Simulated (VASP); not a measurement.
A run of VASP 6.6.1 is set up as follows.

File INCAR:

```
SYSTEM = Si
PREC = Accurate
ENCUT = 450
EDIFF = 1E-7
ISMEAR = 0
SIGMA = 0.02
LREAL = Auto
LASPH = .TRUE.
NELM = 120
ALGO = Normal
ISIF = 2
LWAVE = .FALSE.
LCHARG = .FALSE.
GGA = PE
IBRION = 2
NSW = 80
EDIFFG = -0.02
GGA_COMPAT = .FALSE.
NELMIN = 4
```

The input KPOINTS:

```
Automatic mesh
0
Gamma
  2 2 2
  0.5 0.5 0.5
```

File POSCAR:

```
Si
1.0
   -5.4696767048      5.4696767048     -5.4696767048
    5.4696767048      5.4696767048      5.4696767048
    5.4696767048     -5.4696767048     -5.4696767048
Si
31
Direct
    0.2500000000      0.7500000000      0.7500000000
    0.0000000000      0.0000000000      0.7500000000
    0.5000000000      0.7500000000      0.5000000000
    0.7500000000      0.2500000000      0.7500000000
    0.2500000000      0.0000000000      0.5000000000
    0.5000000000      0.5000000000      0.7500000000
    0.0000000000      0.2500000000      0.5000000000
    0.7500000000      0.7500000000      0.2500000000
    0.5000000000      0.0000000000      0.2500000000
    0.7500000000      0.5000000000      0.5000000000
    0.0000000000      0.7500000000      0.0000000000
    0.2500000000      0.2500000000      0.2500000000
    0.0000000000      0.5000000000      0.2500000000
    0.7500000000      0.0000000000      0.0000000000
    0.5000000000      0.2500000000      0.0000000000
    0.2500000000      0.5000000000      0.0000000000
    0.2500000000      0.5000000000      0.7500000000
    0.0000000000      0.7500000000      0.7500000000
    0.5000000000      0.5000000000      0.5000000000
    0.7500000000      0.0000000000      0.7500000000
    0.5000000000      0.2500000000      0.7500000000
    0.0000000000      0.0000000000      0.5000000000
    0.7500000000      0.5000000000      0.2500000000
    0.5000000000      0.7500000000      0.2500000000
    0.7500000000      0.2500000000      0.5000000000
    0.0000000000      0.5000000000      0.0000000000
    0.2500000000      0.0000000000      0.2500000000
    0.0000000000      0.2500000000      0.2500000000
    0.7500000000      0.7500000000      0.0000000000
    0.5000000000      0.0000000000      0.0000000000
    0.2500000000      0.2500000000      0.0000000000
```

Potentials or basis: VASP PAW PBE potentials, release 64 (Si).

Command:

```console
$ cat potpaw_PBE.64/Si/POTCAR > POTCAR
$ mpirun -np 1 vasp_std > vasp.out
```

(1) Predict the band gap on the k mesh.

(2) Predict the energy gained by relaxing.

## Answers

(1) zero (bands 62 and 63 overlap by 0.15 eV).

(2) 1.5 meV/atom.

Caveat: the k points lie up to 0.41 Å⁻¹ apart; the cell differs from its parent crystal (atoms taken out).
